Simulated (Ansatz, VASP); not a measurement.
Mo in VASP and in Ansatz

```
Mo
1.0
     2.74882    0.00000    0.00000
    -1.37441    2.38055    0.00000
     0.00000    0.00000    2.53390
Mo
1
Cartesian
  0.0000 0.0000 1.2670
```

Alike in both runs: functional r2SCAN; k mesh 18 × 18 × 16; occupations gaussian, width 0.1 eV; no spin polarisation.

Ansatz relaxed the structure, and its values are those at the end. VASP's run is a single point on that final structure, the one shown.

|  | VASP | Ansatz |
| --- | --- | --- |
| version | VASP 6.6.1 | Ansatz 0.2.0 |
| potentials or method | VASP PAW PBE potentials, release 64 (Mo_sv), cutoff 520 eV | scalar-relativistic, plane waves, PAW |
| valence electrons in the cell | 14 | 14 |

Ansatz gave:

| Property | Result |
| --- | --- |
| gap on the k mesh at the Fermi level (eV) | none |
| pressure (GPa) | 0.0 |

**Question.** What did VASP give for the same quantities?

**Answer.** gap on the k mesh at the Fermi level (eV): none; pressure (GPa): 1.1.

VASP's potentials were made for PBE, not for r2SCAN. A gap of «none» marks a metal or a gap that the smearing closes. With one functional, cell and mesh, what is left measures potentials, basis and numerics.
